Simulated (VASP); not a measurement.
Crystal: P.

```
P
1.0
    -1.82836    2.99302    3.07328
     1.82836   -2.99302    3.07328
     1.82836    2.99302   -3.07328
P
4
Direct
  0.91153 0.34046 0.57107
  0.73060 0.65954 0.07107
  0.08847 0.65954 0.42893
  0.26940 0.34046 0.92893
```

The cell was generated, and may not be a known phase.

* Program: VASP 6.6.1
* Task: relaxation of cell and atoms
* Functional: PBE
* Potentials or basis: VASP PAW PBE potentials, release 64 (P)
* Cutoff: 600 eV
* k mesh: 6 × 6 × 6
* Occupations: gaussian, width 0.1 eV
* Spin: no spin polarisation

At the start: pressure 21.4 GPa; volume 16.82 Å³/atom.

Question: How do energy, volume and symmetry change on relaxing?

Answer: Over 49 steps the energy falls by 709.8 meV/atom and the volume is 17.76 Å³/atom (+5.6 %); space group Imma (No. 74, to 0.1 Å) before and after.

The path:
```tsv
step	energy change (eV)	largest force (eV/Å)	pressure (GPa)	volume (Å³)
1	0.0000	1.0400	21.39	67.27
3	-1.4916	0.5712	-1.21	90.55
5	-1.8339	0.5648	-1.52	92.15
7	-1.8323	2.0845	9.31	81.44
9	-2.0553	1.2048	3.03	85.58
11	-2.1347	1.0952	3.64	84.92
13	-2.2382	0.3885	-0.81	87.92
15	-2.2493	0.2831	-1.04	87.77
17	-2.2557	0.6022	-0.57	84.75
19	-2.2831	0.2477	-0.84	85.62
21	-2.3638	0.3981	0.91	80.82
23	-2.2767	1.8168	15.86	62.61
25	-2.3518	1.7084	12.47	66.11
27	-2.3827	1.5380	10.34	68.15
29	-2.4122	1.4810	10.78	67.00
31	-2.4374	1.3507	12.93	62.44
33	-2.5760	0.9636	9.81	63.43
35	-2.7575	0.4127	-2.20	68.00
37	-2.7728	0.2704	0.19	66.93
39	-2.7831	0.2759	0.25	67.10
41	-2.8171	0.1993	0.50	67.86
43	-2.8221	0.1207	0.64	68.21
45	-2.8279	0.1518	0.22	69.00
47	-2.8381	0.0644	-0.31	71.04
49	-2.8391	0.0312	0.06	71.04
```

Final structure:
```
CELL_PARAMETERS angstrom
-2.55285 2.67753 2.59844
2.55285 -2.67753 2.59844
2.55285 2.67753 -2.59844
ATOMIC_POSITIONS crystal
P 0.83063 0.28817 0.54247
P 0.75430 0.71183 0.04247
P 0.16937 0.71183 0.45753
P 0.24570 0.28817 0.95753
```
